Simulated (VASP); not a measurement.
# Ga5N6: single point with PBE

Ga5N6, a slab with vacuum:

```
N Ga
1.0
     3.21626    0.00000    0.00000
     0.00000    3.21626    0.00000
     0.00000    0.00000   26.37119
N Ga
6 5
Direct
  0.00000 0.50000 0.28440
  0.50000 0.00000 0.37064
  0.00000 0.50000 0.45688
  0.50000 0.00000 0.54312
  0.00000 0.50000 0.62936
  0.50000 0.00000 0.71560
  0.50000 0.50000 0.32752
  0.00000 0.00000 0.41376
  0.50000 0.50000 0.50000
  0.00000 0.00000 0.58624
  0.50000 0.50000 0.67248
```

```yaml
Program: VASP 6.6.1
Task: single point
Functional: PBE
Potentials_or_basis: VASP PAW PBE potentials, release 64 (N, Ga_d)
Cutoff: 520 eV
k_mesh: 8 × 8 × 1
Occupations: gaussian, width 0.05 eV
Spin: no spin polarisation
Dipole_correction: yes
Further_INCAR_settings: ALGO = Normal; EDIFF = 1e-06; NBANDS = 58
```

```json
{
  "Largest force": "1.700 eV/Å",
  "Band gap on the k mesh": "zero (an odd number of electrons rules out a gap without spin polarisation)"
}
```

Forces in eV/Å, atoms in the order of the input:
```
N    0.000  0.000  1.322
N    0.000  0.000  0.560
N    0.000  0.000  0.083
N    0.000  0.000 -0.083
N    0.000  0.000 -0.560
N    0.000  0.000 -1.322
Ga   0.000  0.000 -1.700
Ga   0.000  0.000 -0.276
Ga   0.000  0.000  0.000
Ga   0.000  0.000  0.276
Ga   0.000  0.000  1.700
```

Levels at points of the mesh, in eV from the Fermi level:
```csv
k point,band 45,band 46,band 47,band 48,band 49,band 50,band 51,band 52
"(0.00, 0.00, 0.00)",0.01,0.01,0.03,0.77,0.77,2.11,3.28,3.38
"(0.50, 0.00, 0.00)",-0.63,-0.39,-0.16,0.00,0.97,4.54,4.58,5.53
"(0.50, 0.50, 0.00)",-2.41,-0.66,-0.66,-0.61,-0.60,3.66,3.66,5.13
```

It took 3 min on 1 thread of Intel(R) Xeon(R) 6975P-C (Granite Rapids), on a shared host, peak memory 0.42 GiB.
